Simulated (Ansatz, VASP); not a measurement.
**CaTl2H2 in VASP and in Ansatz**

```
Ca Tl H
1.0
     4.73824    0.00000    0.00000
    -2.36912    4.10343    0.00000
     0.00000    0.00000    5.91171
Ca Tl H
1 2 2
Direct
  0.00000 0.00000 0.00000
  0.33333 0.66667 0.35190
  0.66667 0.33333 0.64810
  0.00000 0.00000 0.43271
  0.00000 0.00000 0.56729
```

Alike in both runs: functional PBE; k mesh 6 × 6 × 4; occupations gaussian, width 0.1 eV; no spin polarisation.

Ansatz relaxed the structure, and its values are those at the end. VASP's run is a single point on that final structure, the one shown.

|  | VASP | Ansatz |
| --- | --- | --- |
| version | VASP 6.6.1 | Ansatz 0.2.0 |
| potentials or method | VASP PAW PBE potentials, release 64 (Ca_sv, Tl_d, H), cutoff 520 eV | scalar-relativistic, plane waves, PAW |
| valence electrons in the cell | 38 | 38 |

|  | VASP | Ansatz | Ansatz less VASP |
| --- | --- | --- | --- |
| gap on the k mesh at the Fermi level (eV) | none | none | - |
| pressure (GPa) | 0.1 | 0.1 | +0.05 |
| rms of the force components (eV/Å) | 0.003 | 0.004 | +0.0014 |

A gap of «none» marks a metal or a gap that the smearing closes. With one functional, cell and mesh, what is left measures potentials, basis and numerics.

Neither program's run includes spin-orbit coupling.
